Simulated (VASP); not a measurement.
# Ir (I4/mmm) in VASP: a series of runs

The runs below take Ir through single point, with PBE.

All numbers are computed with VASP 6.6.1; they aren't measurements. Logs are shortened: lines on timing, memory, paths and dates and some standing lists are left out, and cuts for length are marked.

## 1. The cell of the first run

Symmetry: I4/mmm, No. 139, tetragonal system. Conventional cell: a = 2.688 Å, b = 2.688 Å, c = 3.839 Å, α = 90.00°, β = 90.00°, γ = 90.00°. Ir (site symmetry 4/mmm) has 12 Ir at 2.69 to 2.70 Å within 3.5 Å.

## 2. Single point, PBE (equal xx and yy strain of -1 %)

INCAR

```
ALGO = Normal
EDIFF = 1E-7
ENCUT = 520
GGA = PE
ISIF = 2
ISMEAR = -1
LASPH = T
LCHARG = T
LELF = T
LREAL = F
LVHAR = T
LWAVE = F
NBANDS = 10
NELM = 80
PREC = Accurate
SIGMA = 0.05
```

KPOINTS

```
k-points
0
Gamma
  15 15 15
```

POSCAR

```
Ir
1.0
    0.0000000000      1.9005030000      1.9197000000
    1.9005030000      0.0000000000      1.9197000000
    1.9005030000      1.9005030000      0.0000000000
Ir
1
Direct
    0.0000000000      0.0000000000      0.0000000000
```

Potentials or basis: VASP PAW PBE potentials, release 64 (Ir).

Launch:

```
$ cat potpaw_PBE.64/Ir/POTCAR > POTCAR
$ mpirun -np 1 vasp_std > vasp.out
```

OUTCAR:

```text
EDIFF = 1E-7
   ENCUT = 520
   GGA = PE
   ISIF = 2
   ISMEAR = -1
   LASPH = T
   LREAL = F
   NELM = 80
   PREC = Accurate

 ion  position               nearest neighbor table
   1  0.000  0.000  0.000-

  LATTYP: Found a body centered tetragonal cell.
 ALAT       =     2.6877171179
 C/A-ratio  =     1.4284985479

  Lattice vectors:

 A1 = (  -1.9005030000,   0.0000000000,   1.9197000000)
 A2 = (   1.9005030000,   0.0000000000,   1.9197000000)
 A3 = (   0.0000000000,   1.9005030000,  -1.9197000000)

Analysis of symmetry for initial positions (statically):
=====================================================================
 Subroutine PRICEL returns:
 Original cell was already a primitive cell.

 Routine SETGRP: Setting up the symmetry group for a
 body centered tetragonal supercell.

 Subroutine GETGRP returns: Found 16 space group operations
 (whereof 16 operations were pure point group operations)
 out of a pool of 16 trial point group operations.

The static configuration has the point symmetry D_4h.

Analysis of symmetry for dynamics (positions and initial velocities):
=====================================================================
 Subroutine PRICEL returns:
 Original cell was already a primitive cell.

 Routine SETGRP: Setting up the symmetry group for a
 body centered tetragonal supercell.

 Subroutine GETGRP returns: Found 16 space group operations
 (whereof 16 operations were pure point group operations)
 out of a pool of 16 trial point group operations.

The dynamic configuration has the point symmetry D_4h.

 Subroutine INISYM returns: Found 16 space group operations
 (whereof 16 operations are pure point group operations),
 and found     1 'primitive' translations

----------------------------------------------------------------------------------------

                                     Primitive cell

  volume of cell :      13.8676

  direct lattice vectors                    reciprocal lattice vectors
     0.000000000  1.900503000  1.919700000    -0.263088246  0.263088246  0.260457363
     1.900503000  0.000000000  1.919700000     0.263088246 -0.263088246  0.260457363
     1.900503000  1.900503000  0.000000000     0.263088246  0.263088246 -0.260457363

  length of vectors
     2.701325553  2.701325553  2.687717118     0.454168348  0.454168348  0.454168348

  position of ions in fractional coordinates (direct lattice)
     0.000000000  0.000000000  0.000000000

  ion indices of the primitive-cell ions
   primitive index   ion index
                 1           1

----------------------------------------------------------------------------------------

 KPOINTS: k-points

Automatic generation of k-mesh.
 Grid dimensions read from file:
 generate k-points for:   15   15   15

 Generating k-lattice:

  Cartesian coordinates                     Fractional coordinates (reciprocal lattice)
    -0.017539216  0.017539216  0.017363824     0.066666667 -0.000000000  0.000000000
     0.017539216 -0.017539216  0.017363824    -0.000000000  0.066666667  0.000000000
     0.017539216  0.017539216 -0.017363824     0.000000000  0.000000000  0.066666667

  Length of vectors
     0.030277890  0.030277890  0.030277890

  Shift w.r.t. Gamma in fractional coordinates (k-lattice)
     0.000000000  0.000000000  0.000000000

 Subroutine IBZKPT returns following result:
 ===========================================

 Found    288 irreducible k-points:

 Following reciprocal coordinates:
            Coordinates               Weight
  0.000000  0.000000  0.000000      1.000000
  0.066667 -0.000000  0.000000      8.000000
  0.133333  0.000000  0.000000      8.000000
  0.200000  0.000000  0.000000      8.000000
  0.266667  0.000000  0.000000      8.000000
  0.333333  0.000000  0.000000      8.000000
[... 16 lines left out ...]
  0.133333  0.133333  0.000000      2.000000
  0.200000  0.133333  0.000000      8.000000
 [... further k-points ...]
   k-points           NKPTS =    288   k-points in BZ     NKDIM =    288   number of bands    NBANDS=     10
   number of dos      NEDOS =    301   number of ions     NIONS =      1
   total plane-waves  NPLWV =   8000
   dimension x,y,z NGX =    20 NGY =   20 NGZ =   20
   dimension x,y,z NGXF=    40 NGYF=   40 NGZF=   40
   ions per type =               1
   NGX,Y,Z   is equivalent  to a cutoff of  12.31, 12.31, 12.37 a.u.
   NGXF,Y,Z  is equivalent  to a cutoff of  24.62, 24.62, 24.74 a.u.
 SYSTEM =  unknown system
   PREC   = accura    normal or accurate (medium, high low for compatibility)
   ISTART =      0    job   : 0-new  1-cont  2-samecut
   ICHARG =      2    charge: 1-file 2-atom 10-const
   ISPIN  =      1    spin polarized calculation?
   LNONCOLLINEAR =      F non collinear calculations
   LSORBIT =      F    spin-orbit coupling
   LASPH  =      T    aspherical Exc in radial PAW
   ENCUT  =  520.0 eV  38.22 Ry    6.18 a.u.   5.02  5.02  5.00*2*pi/ulx,y,z
   NELM   =     80;   NELMIN=  2; NELMDL= -5     # of ELM steps
   EDIFF  = 0.1E-06   stopping-criterion for ELM
   LREAL  =      F    real-space projection
   EDIFFG = 0.1E-05   stopping-criterion for IOM
   NSW    =      0    number of steps for IOM
   IBRION =     -1    ionic relax: 0-MD 1-quasi-New 2-CG
   NFREE  =      0    steps in history (QN), initial steepest desc. (CG)
   ISIF   =      2    stress and relaxation
   ISYM   =      2    0-nonsym 1-usesym 2-fastsym
   POTIM  = 0.5000    time-step for ionic-motion
   TEBEG  =    0.0;   TEEND  =   0.0 temperature during run
   PSTRESS=    0.0 pullay stress
   NELECT =       9.0000    total number of electrons
   NUPDOWN=      -1.0000    fix difference up-down
   EMIN   =  10.00;   EMAX   =-10.00  energy-range for DOS
   EFERMI =   0.00;   METHOD = LEGACY
   ISMEAR =    -1;   SIGMA  =   0.05  broadening in eV -4-tet -1-fermi 0-gaus
   EFERMI_NEDOS =   21; number of points for ismear=-14 and -15
   IALGO  =     38    algorithm
   IMIX   =      4    mixing-type and parameters
     AMIX     =   0.40;   BMIX     =  1.00
     AMIX_MAG =   1.60;   BMIX_MAG =  1.00
  volume/ion in A,a.u.               =      13.87        93.58
  Fermi-wavevector in a.u.,A,eV,Ry     =   1.417388  2.678475 27.333963  2.008990
  Thomas-Fermi vector in A             =   2.538624
   LORBIT       =      0    0 simple, 1 ext, 2 COOP (PROOUT), +10 PAW based schemes
   GGA     = PE    functional components
   LHFCALC =     F    Hartree Fock is set to
   AEXX    =    0.0000 exact exchange contribution
   IVDW    =     0    specifies the selected vdW correction
   LEPSILON=     F    determine dielectric tensor
   LRPA    =     F    only Hartree local field effects (RPA)
 non-spin polarized calculation
  energy-cutoff  :      520.00
  volume of cell :       13.87
 maximum number of plane-waves:       383
   NGX =  9   NGY =  9   NGZ =  9

 number of electron       9.0000001 magnetization

 Free energy of the ion-electron system (eV)
  ---------------------------------------------------
  ext. energy  EPLUGINS =         0.00000000
  ---------------------------------------------------
  free energy    TOTEN  =        -8.82330938 eV

  energy without entropy =       -8.81552473  energy(sigma->0) =       -8.81941706

 E-fermi :  10.8113     XC(G=0): -14.1077

 val. band max:       10.8057539953   @ k =  -0.4000   0.2667   0.2000
 cond. band min:      10.8210351948   @ k =  -0.3333   0.2667   0.0667
 fundamental gap:      0.0152811995
 Fermi energy:        10.8112560776

 k-point     1 :       0.0000    0.0000    0.0000
  band No.  band energies     occupation
      1      -0.5795      2.00000
      2       6.6603      2.00000
      3       6.7953      2.00000
      4       6.7953      2.00000
      5       9.4338      2.00000
      6       9.6157      2.00000
      7      25.0419      0.00000
      8      30.5277      0.00000
      9      30.8585      0.00000
     10      30.8585      0.00000

 k-point     2 :       0.0667   -0.0000    0.0000
  band No.  band energies     occupation
      1      -0.3778      2.00000
      2       6.6211      2.00000
      3       6.8135      2.00000
      4       6.8832      2.00000
      5       9.3804      2.00000
      6       9.5549      2.00000
      7      25.3934      0.00000
      8      29.7159      0.00000
      9      30.9812      0.00000
     10      31.1950      0.00000

 k-point     3 :       0.1333    0.0000    0.0000
  band No.  band energies     occupation
      1       0.1955      2.00000
      2       6.3810      2.00000
      3       7.0063      2.00000
      4       7.0984      2.00000
      5       9.2916      2.00000
      6       9.4406      2.00000
      7      26.3085      0.00000
      8      27.9188      0.00000
      9      31.9276      0.00000
     10      32.1598      0.00000

 k-point     4 :       0.2000    0.0000    0.0000
  band No.  band energies     occupation
      1       1.0243      2.00000
      2       6.1718      2.00000
      3       7.1627      2.00000
      4       7.2770      2.00000
      5       9.3784      2.00000
      6       9.4773      2.00000
      7      25.9723      0.00000
      8      27.4552      0.00000
      9      33.3795      0.00000
     10      33.6159      0.00000

 k-point     5 :       0.2667    0.0000    0.0000
  band No.  band energies     occupation
      1       1.8461      2.00000
      2       6.3237      2.00000
      3       7.1035      2.00000
      4       7.2400      2.00000
      5       9.8269      2.00000
      6       9.8661      2.00000
      7      24.1658      0.00000
      8      27.5046      0.00000
      9      34.8736      0.00000
     10      35.0576      0.00000

 k-point     6 :       0.3333    0.0000    0.0000
  band No.  band energies     occupation
      1       2.3250      2.00000
      2       6.8999      2.00000
      3       7.0448      2.00000
      4       7.1601      2.00000
      5      10.5187      1.99426
      6      10.5286      1.99301
      7      22.1922      0.00000
      8      26.3258      0.00000
      9      33.5723      0.00000
     10      33.6703      0.00000

 k-point     7 :       0.4000   -0.0000    0.0000
  band No.  band energies     occupation
      1       2.4488      2.00000
      2       6.6993      2.00000
      3       6.8440      2.00000
      4       8.5387      2.00000
      5      11.1783      0.00130
      6      11.2269      0.00049
      7      20.0803      0.00000
      8      25.2111      0.00000
      9      31.7820      0.00000
     10      31.9219      0.00000

 k-point     8 :       0.4667    0.0000    0.0000
  band No.  band energies     occupation
      1       2.4454      2.00000
      2       6.5823      2.00000
      3       6.7260      2.00000
      4       9.7475      2.00000
      5      11.5943      0.00000
      6      11.6663      0.00000
      7      18.4802      0.00000
      8      24.6542      0.00000
      9      30.7718      0.00000
     10      30.9375      0.00000

 k-point     9 :       0.0667    0.0667    0.0000
  band No.  band energies     occupation
      1      -0.3137      2.00000
      2       6.4587      2.00000
      3       6.9485      2.00000
      4       6.9485      2.00000
      5       9.1929      2.00000
      6       9.6934      2.00000
      7      25.5083      0.00000
      8      29.8628      0.00000
      9      30.9623      0.00000
     10      30.9623      0.00000
[... 118 lines left out ...]
 k-point    19 :      -0.2667    0.0667    0.0000
  band No.  band energies     occupation
      1       2.2383      2.00000
      2       6.2847      2.00000
      3       7.0189      2.00000
      4       7.3038      2.00000
      5       9.5761      2.00000
      6      10.7165      1.73867
      7      23.6580      0.00000
      8      27.3760      0.00000
      9      32.5282      0.00000
     10      34.1968      0.00000

 k-point    20 :      -0.2000    0.0667    0.0000
  band No.  band energies     occupation
      1       1.4924      2.00000
      2       6.0022      2.00000
      3       7.1841      2.00000
      4       7.4235      2.00000
      5       9.0741      2.00000
      6      10.0257      2.00000
      7      25.5203      0.00000
      8      27.8595      0.00000
      9      32.3183      0.00000
     10      34.5103      0.00000

 k-point    21 :      -0.1333    0.0667    0.0000
  band No.  band energies     occupation
      1       0.6262      2.00000
      2       6.1762      2.00000
      3       7.1472      2.00000
      4       7.2603      2.00000
      5       9.0526      2.00000
      6       9.6273      2.00000
      7      26.9156      0.00000
      8      27.3554      0.00000
      9      31.3352      0.00000
     10      33.4815      0.00000

 k-point    22 :      -0.0667    0.0667    0.0000
  band No.  band energies     occupation
      1      -0.0472      2.00000
      2       6.4785      2.00000
      3       6.9364      2.00000
      4       7.0058      2.00000
      5       9.3044      2.00000
      6       9.4826      2.00000
      7      25.9503      0.00000
      8      28.8702      0.00000
      9      30.7680      0.00000
     10      32.0603      0.00000

 k-point    23 :       0.1333    0.1333    0.0000
  band No.  band energies     occupation
      1       0.4474      2.00000
      2       5.9268      2.00000
      3       7.4029      2.00000
      4       7.4029      2.00000
      5       8.5646      2.00000
      6       9.9176      2.00000
      7      26.8160      0.00000
      8      29.0424      0.00000
      9      31.0640      0.00000
     10      31.0640      0.00000

 k-point    24 :       0.2000    0.1333    0.0000
  band No.  band energies     occupation
      1       1.0841      2.00000
      2       5.6158      2.00000
      3       7.5563      2.00000
      4       7.7044      2.00000
      5       8.4209      2.00000
      6      10.0736      2.00000
      7      27.8064      0.00000
      8      27.9730      0.00000
      9      31.1701      0.00000
     10      31.6507      0.00000

 [... further k-points ...]
[... 5 lines left out ...]
  --------------------------------------------------------------------------------------
  -------------------------------------------------------------------------------------
  Total        1.6757943      1.6757943      1.3125054      0.0000000     -0.0000000      0.0000000
  in kB      193.6113438    193.6113438    151.6391021      0.0000000     -0.0000000      0.0000000
  external PRESSURE =     179.6205966 kB  Pullay stress =       0.0000000 kB

 VOLUME and BASIS-vectors are now :
 -----------------------------------------------------------------------------
  energy-cutoff  :      520.00
  volume of cell :       13.87
      direct lattice vectors                 reciprocal lattice vectors
     0.000000000  1.900503000  1.919700000    -0.263088246  0.263088246  0.260457363
     1.900503000  0.000000000  1.919700000     0.263088246 -0.263088246  0.260457363
     1.900503000  1.900503000  0.000000000     0.263088246  0.263088246 -0.260457363

 POSITION                                       TOTAL-FORCE (eV/Angst)
 -----------------------------------------------------------------------------------
      0.00000      0.00000      0.00000         0.000000      0.000000      0.000000
 -----------------------------------------------------------------------------------
    total drift:                                0.000000      0.000000      0.000000

  FREE ENERGIE OF THE ION-ELECTRON SYSTEM (eV)
  ---------------------------------------------------
  free  energy   TOTEN  =        -8.8233093825 eV

  energy  without entropy=       -8.8155247320  energy(sigma->0) =       -8.81941706
```

Run time: 21 s. Hardware: 1 thread of Intel Xeon 6975P-C, shared host; peak memory 0.16 GiB.

What came out:

* Free energy: -8.8233 eV
* Pressure: 18.0 GPa

Caveat: the cell differs from its parent crystal (equal xx and yy strain of -1 %); spin-orbit coupling is left out, which moves the levels of the heavy elements.

(Continued in part 2 of 2.)
